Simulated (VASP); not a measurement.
# VN2 (I4/mcm) in VASP: further runs

The runs below take VN2 through single point, relaxation of cell and atoms, with PBEsol, PBE.

Program: VASP 6.6.1. These are calculated values, not measurements. Logs are shortened: lines on timing, memory, paths and dates and some standing lists are left out, and cuts for length are marked.

## (1) The cell of the first run

It takes space group I4/mcm (No. 140, tetragonal). Conventional cell: a = 4.301 Å, b = 4.301 Å, c = 4.983 Å, α = 90.00°, β = 90.00°, γ = 90.00°. V (site symmetry 422) has 8 N at 2.13 Å and 2 V at 2.49 Å within 2.8 Å. N (site symmetry m2m) has 1 N at 1.40 Å within 1.9 Å.

## (2) Single point, PBEsol

Contents of INCAR:

```
SYSTEM = VN2
  PREC = Accurate
  ENCUT = 520
  EDIFF = 1E-6
  ISMEAR = 1
  SIGMA = 0.3
  LREAL = .FALSE.
  LASPH = .TRUE.
  NELM = 60
  ALGO = Normal
  ISIF = 2
  LWAVE = .FALSE.
  LCHARG = .TRUE.
  GGA = PS
  LELF = .TRUE.
  LVHAR = .TRUE.
  NBANDS = 32
```

Contents of KPOINTS:

```
Automatic mesh
0
G
  12 12 12
  0 0 0
```

Contents of POSCAR:

```
VN2
1.0
   -2.1507500000      2.1507500000      2.4913500000
    2.1507500000     -2.1507500000      2.4913500000
    2.1507500000      2.1507500000     -2.4913500000
V N
2 4
Direct
    0.2500000000      0.2500000000      0.0000000000
    0.7500000000      0.7500000000      0.0000000000
    0.1151000000      0.6151000000      0.7302000000
    0.6151000000      0.8849000000      0.5000000000
    0.8849000000      0.3849000000      0.2698000000
    0.3849000000      0.1151000000      0.5000000000
```

Potentials or basis: VASP PAW PBE potentials, release 64 (V_sv, N).

Started as:

```
cat potpaw_PBE.64/V_sv/POTCAR potpaw_PBE.64/N/POTCAR > POTCAR
mpirun -np 1 vasp_std > vasp.out
```

OUTCAR:

```text
SYSTEM = VN2
   PREC = Accurate
   ENCUT = 520
   EDIFF = 1E-6
   ISMEAR = 1
   LREAL = .FALSE.
   LASPH = .TRUE.
   NELM = 60
   ISIF = 2
   GGA = PS

 ion  position               nearest neighbor table
   1  0.250  0.250  0.000-   5 2.13   3 2.13   4 2.13   6 2.13   6 2.13   3 2.13   4 2.13   5 2.13
                             2 2.49   2 2.49
   2  0.750  0.750  0.000-   5 2.13   3 2.13   4 2.13   6 2.13   4 2.13   6 2.13   3 2.13   5 2.13
                             1 2.49   1 2.49
   3  0.115  0.615  0.730-   5 1.40   1 2.13   1 2.13   2 2.13   2 2.13
   4  0.615  0.885  0.500-   6 1.40   2 2.13   1 2.13   2 2.13   1 2.13
   5  0.885  0.385  0.270-   3 1.40   2 2.13   1 2.13   2 2.13   1 2.13
   6  0.385  0.115  0.500-   4 1.40   1 2.13   2 2.13   1 2.13   2 2.13

  LATTYP: Found a body centered tetragonal cell.
 ALAT       =     4.3015000000
 C/A-ratio  =     1.1583633616

  Lattice vectors:

 A1 = (  -2.1507500000,   2.1507500000,   2.4913500000)
 A2 = (   2.1507500000,  -2.1507500000,   2.4913500000)
 A3 = (   2.1507500000,   2.1507500000,  -2.4913500000)

Analysis of symmetry for initial positions (statically):
=====================================================================
 Subroutine PRICEL returns:
 Original cell was already a primitive cell.

 Routine SETGRP: Setting up the symmetry group for a
 body centered tetragonal supercell.

 Subroutine GETGRP returns: Found 16 space group operations
 (whereof  8 operations were pure point group operations)
 out of a pool of 16 trial point group operations.

The static configuration has the point symmetry C_4h.
 The point group associated with its full space group is D_4h.

Analysis of symmetry for dynamics (positions and initial velocities):
=====================================================================
 Subroutine PRICEL returns:
 Original cell was already a primitive cell.

 Routine SETGRP: Setting up the symmetry group for a
 body centered tetragonal supercell.

 Subroutine GETGRP returns: Found 16 space group operations
 (whereof  8 operations were pure point group operations)
 out of a pool of 16 trial point group operations.

The dynamic configuration has the point symmetry C_4h.
 The point group associated with its full space group is D_4h.

 Subroutine INISYM returns: Found 16 space group operations
 (whereof  8 operations are pure point group operations),
 and found     1 'primitive' translations

----------------------------------------------------------------------------------------

                                     Primitive cell

  volume of cell :      46.0972

  direct lattice vectors                    reciprocal lattice vectors
    -2.150750000  2.150750000  2.491350000     0.000000000  0.232477043  0.200694403
     2.150750000 -2.150750000  2.491350000     0.232477043  0.000000000  0.200694403
     2.150750000  2.150750000 -2.491350000     0.232477043  0.232477043  0.000000000

  length of vectors
     3.931701406  3.931701406  3.931701406     0.307121830  0.307121830  0.328772187

  position of ions in fractional coordinates (direct lattice)
     0.250000000  0.250000000  0.000000000
     0.750000000  0.750000000  0.000000000
     0.115100000  0.615100000  0.730200000
     0.615100000  0.884900000  0.500000000
     0.884900000  0.384900000  0.269800000
     0.384900000  0.115100000  0.500000000

  ion indices of the primitive-cell ions
   primitive index   ion index
                 1           1
                 2           2
                 3           3
                 4           4
                 5           5
                 6           6

----------------------------------------------------------------------------------------

 KPOINTS: Automatic mesh

Automatic generation of k-mesh.
 Grid dimensions read from file:
 generate k-points for:   12   12   12

 Generating k-lattice:

  Cartesian coordinates                     Fractional coordinates (reciprocal lattice)
     0.000000000  0.019373087  0.016724534     0.083333333  0.000000000  0.000000000
     0.019373087  0.000000000  0.016724534     0.000000000  0.083333333  0.000000000
     0.019373087  0.019373087  0.000000000     0.000000000  0.000000000  0.083333333

  Length of vectors
     0.025593486  0.025593486  0.027397682

  Shift w.r.t. Gamma in fractional coordinates (k-lattice)
     0.000000000  0.000000000  0.000000000

 Subroutine IBZKPT returns following result:
 ===========================================

 Found    163 irreducible k-points:

 Following reciprocal coordinates:
            Coordinates               Weight
  0.000000  0.000000  0.000000      1.000000
  0.083333 -0.000000  0.000000      8.000000
  0.166667 -0.000000  0.000000      8.000000
  0.250000  0.000000  0.000000      8.000000
  0.333333 -0.000000  0.000000      8.000000
  0.416667  0.000000 -0.000000      8.000000
[... 16 lines left out ...]
  0.500000  0.166667  0.000000     16.000000
 -0.416667  0.166667  0.000000     16.000000
 [... further k-points ...]
   k-points           NKPTS =    163   k-points in BZ     NKDIM =    163   number of bands    NBANDS=     32
   number of dos      NEDOS =    301   number of ions     NIONS =      6
   total plane-waves  NPLWV =  27000
   dimension x,y,z NGX =    30 NGY =   30 NGZ =   30
   dimension x,y,z NGXF=    60 NGYF=   60 NGZF=   60
   ions per type =               2   4
   NGX,Y,Z   is equivalent  to a cutoff of  12.69, 12.69, 12.69 a.u.
   NGXF,Y,Z  is equivalent  to a cutoff of  25.37, 25.37, 25.37 a.u.
 SYSTEM =  VN2
   PREC   = accura    normal or accurate (medium, high low for compatibility)
   ISTART =      0    job   : 0-new  1-cont  2-samecut
   ICHARG =      2    charge: 1-file 2-atom 10-const
   ISPIN  =      1    spin polarized calculation?
   LNONCOLLINEAR =      F non collinear calculations
   LSORBIT =      F    spin-orbit coupling
   LASPH  =      T    aspherical Exc in radial PAW
   ENCUT  =  520.0 eV  38.22 Ry    6.18 a.u.   7.31  7.31  7.31*2*pi/ulx,y,z
   NELM   =     60;   NELMIN=  2; NELMDL= -5     # of ELM steps
   EDIFF  = 0.1E-05   stopping-criterion for ELM
   LREAL  =      F    real-space projection
   EDIFFG = 0.1E-04   stopping-criterion for IOM
   NSW    =      0    number of steps for IOM
   IBRION =     -1    ionic relax: 0-MD 1-quasi-New 2-CG
   NFREE  =      0    steps in history (QN), initial steepest desc. (CG)
   ISIF   =      2    stress and relaxation
   ISYM   =      2    0-nonsym 1-usesym 2-fastsym
   POTIM  = 0.5000    time-step for ionic-motion
   TEBEG  =    0.0;   TEEND  =   0.0 temperature during run
   PSTRESS=    0.0 pullay stress
   NELECT =      46.0000    total number of electrons
   NUPDOWN=      -1.0000    fix difference up-down
   EMIN   =  10.00;   EMAX   =-10.00  energy-range for DOS
   EFERMI =   0.00;   METHOD = LEGACY
   ISMEAR =     1;   SIGMA  =   0.30  broadening in eV -4-tet -1-fermi 0-gaus
   EFERMI_NEDOS =   21; number of points for ismear=-14 and -15
   IALGO  =     38    algorithm
   IMIX   =      4    mixing-type and parameters
     AMIX     =   0.40;   BMIX     =  1.00
     AMIX_MAG =   1.60;   BMIX_MAG =  1.00
  volume/ion in A,a.u.               =       7.68        51.85
  Fermi-wavevector in a.u.,A,eV,Ry     =   1.635947  3.091492 36.413581  2.676323
  Thomas-Fermi vector in A             =   2.727335
   LORBIT       =      0    0 simple, 1 ext, 2 COOP (PROOUT), +10 PAW based schemes
   GGA     = PS    functional components
   LHFCALC =     F    Hartree Fock is set to
   AEXX    =    0.0000 exact exchange contribution
   IVDW    =     0    specifies the selected vdW correction
   LEPSILON=     F    determine dielectric tensor
   LRPA    =     F    only Hartree local field effects (RPA)
 non-spin polarized calculation
 Methfessel and Paxton  Order N= 1 SIGMA  =   0.30
  energy-cutoff  :      520.00
  volume of cell :       46.10
 maximum number of plane-waves:      1268
 NGX is ok and might be reduce to    30
   NGX = 15   NGY = 15   NGZ = 15

 number of electron      46.0000009 magnetization

 Free energy of the ion-electron system (eV)
  ---------------------------------------------------
  ext. energy  EPLUGINS =         0.00000000
  ---------------------------------------------------
  free energy    TOTEN  =       -56.92966332 eV

  energy without entropy =      -56.93615797  energy(sigma->0) =      -56.93182820

 E-fermi :  11.3503     XC(G=0): -13.8844

 val. band max:       11.3466575891   @ k =   0.5000   0.5000   0.4167
 cond. band min:      11.3546346461   @ k =   0.5000   0.5000   0.0000
 fundamental gap:      0.0079770570
 Fermi energy:        11.3503148951

 k-point     1 :       0.0000    0.0000    0.0000
  band No.  band energies     occupation
      1     -54.0072      2.00000
      2     -53.8420      2.00000
      3     -28.2168      2.00000
      4     -27.9704      2.00000
      5     -27.9704      2.00000
      6     -27.9597      2.00000
[... 24 lines left out ...]
     31      13.6228     -0.00000
     32      15.8306     -0.00000

 k-point     2 :       0.0833   -0.0000    0.0000
  band No.  band energies     occupation
      1     -54.0043      2.00000
      2     -53.8447      2.00000
      3     -28.2033      2.00000
      4     -27.9711      2.00000
      5     -27.9708      2.00000
      6     -27.9611      2.00000
[... 24 lines left out ...]
     31      13.7333     -0.00000
     32      15.7219     -0.00000
[... 733 lines left out ...]
     31      14.2089     -0.00000
     32      15.0601     -0.00000

 k-point    24 :      -0.4167    0.1667    0.0000
  band No.  band energies     occupation
      1     -53.9753      2.00000
      2     -53.8724      2.00000
      3     -28.1161      2.00000
      4     -28.0586      2.00000
      5     -27.9850      2.00000
      6     -27.9579      2.00000
[... 24 lines left out ...]
     31      14.3566     -0.00000
     32      15.0402     -0.00000

 [... further k-points ...]

------------------------ aborting loop because EDIFF is reached ----------------------------------------

  FORCE on cell =-STRESS in cart. coord.  units (eV):
  Direction    XX          YY          ZZ          XY          YZ          ZX
  --------------------------------------------------------------------------------------
  -------------------------------------------------------------------------------------
  Total       -3.0562227     -3.0562227     -3.3252682      0.0000000     -0.0000000     -0.0000000
  in kB     -106.2235906   -106.2235906   -115.5746714      0.0000000     -0.0000000     -0.0000000
  external PRESSURE =    -109.3406175 kB  Pullay stress =       0.0000000 kB

 VOLUME and BASIS-vectors are now :
 -----------------------------------------------------------------------------
  energy-cutoff  :      520.00
  volume of cell :       46.10
      direct lattice vectors                 reciprocal lattice vectors
    -2.150750000  2.150750000  2.491350000     0.000000000  0.232477043  0.200694403
     2.150750000 -2.150750000  2.491350000     0.232477043  0.000000000  0.200694403
     2.150750000  2.150750000 -2.491350000     0.232477043  0.232477043  0.000000000

 POSITION                                       TOTAL-FORCE (eV/Angst)
 -----------------------------------------------------------------------------------
      0.00000      0.00000      1.24568        -0.000000     -0.000000      0.000000
      0.00000      0.00000      3.73703        -0.000000     -0.000000      0.000000
      2.64585      0.49510      0.00000        -0.262427     -0.262427     -0.000000
      1.65565      0.49510      2.49135         0.262427     -0.262427     -0.000000
     -0.49510      1.65565      2.49135         0.262427      0.262427      0.000000
      0.49510      1.65565      0.00000        -0.262427      0.262427      0.000000
 -----------------------------------------------------------------------------------
    total drift:                                0.000000      0.000000     -0.000000

  FREE ENERGIE OF THE ION-ELECTRON SYSTEM (eV)
  ---------------------------------------------------
  free  energy   TOTEN  =       -56.9296633173 eV

  energy  without entropy=      -56.9361579658  energy(sigma->0) =      -56.93182820
```

Wall time 8.4 min (1 thread of Intel Xeon 8259CL, shared host); peak memory 0.28 GiB.

What came out:

| Quantity | Value |
| --- | --- |
| Free energy | -56.9297 eV |
| Pressure | -10.9 GPa |
| Largest force | 0.371 eV/Å |
| Band gap on the k mesh | zero (bands 23 and 24 overlap by 0.36 eV) |

Forces on the atoms (eV/Å):
```
V    0.000  0.000  0.000
V    0.000  0.000  0.000
N   -0.262 -0.262  0.000
N    0.262 -0.262  0.000
N    0.262  0.262  0.000
N   -0.262  0.262  0.000
```

Levels at points of the mesh, in eV from the Fermi level:
```
           k point  band 19  band 20  band 21  band 22  band 23  band 24  band 25  band 26  band 27  band 28
(0.00, 0.00, 0.00)    -3.36    -2.93    -2.65    -2.65    -2.65     0.76     0.90     0.90     1.35     1.96
(0.50, 0.00, 0.00)    -3.40    -3.40    -3.20    -3.20     0.18     0.18     0.74     0.74     1.06     1.06
(0.50, 0.50, 0.00)    -4.94    -4.62    -2.79    -2.59    -1.39     0.00     0.78     1.11     1.87     2.19
(0.50, 0.50, 0.50)    -4.70    -2.15    -2.15    -0.27    -0.15    -0.11    -0.08     0.03     1.94     1.94
```

Caveat: the cell stands under tension; the PAW data sets were made with another functional, which shifts forces and pressure a little; the run has no spin polarisation, though such a crystal can be magnetic. With open d or f shells a metallic result of PBEsol can be an artefact of self-interaction; +U or a hybrid may open a gap.

(Part 1 of 3 ends here.)
